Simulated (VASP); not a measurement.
Write the native input for VASP 6.6.1 that does the following.

```
Task                   : single point
Functional             : LDA
Potentials or basis    : VASP PAW LDA potentials, release 64 (Al)
Cutoff                 : 520 eV
k mesh                 : 9 × 9 × 3
Occupations            : fermi-dirac, width 0.15 eV
Spin                   : no spin polarisation
Dipole correction      : no
Further INCAR settings : ALGO = Normal; EDIFF = 1e-07; NBANDS = 14
```

The structure of Al lies in POSCAR:

```
Al
1.0
    2.8457999099      0.0000000000      0.0000000000
   -1.4229004582      2.4645355189      0.0000000000
    0.0000000000      0.0000000000      9.2468291637
Al
4
Direct
    0.0000000000      0.0000000000      0.0000000000
    0.3333333333      0.6666666667      0.2500000000
    0.0000000000      0.0000000000      0.5000000000
    0.6666666667      0.3333333333      0.7500000000
```

These files were run (other wordings do the same):

INCAR

```
SYSTEM = Al
  PREC = Accurate
  ENCUT = 520
  EDIFF = 1E-7
  ISMEAR = -1
  SIGMA = 0.15
  LREAL = .False.
  LASPH = .True.
  NELM = 60
  ALGO = Normal
  ISIF = 2
  LWAVE = .False.
  LCHARG = .False.
  NBANDS = 14
```

KPOINTS

```
Automatic mesh
0
Gamma
  9 9 3
  0 0 0
```

Potentials or basis: VASP PAW LDA potentials, release 64 (Al).

The run is started by

```bash
$ cat potpaw_LDA.64/Al/POTCAR > POTCAR
$ mpirun -np 1 vasp_std > vasp.out
```

It gave:

```yaml
Pressure: -1.7 GPa
Band_gap_on_the_k_mesh: zero (band 6 reaches 11.97 eV, above the bottom of band 7 at 6.61 eV)
```

Wall time 6.2 s on 1 thread of Intel(R) Xeon(R) 6975P-C (Granite Rapids), on a shared host, peak memory 0.15 GiB.
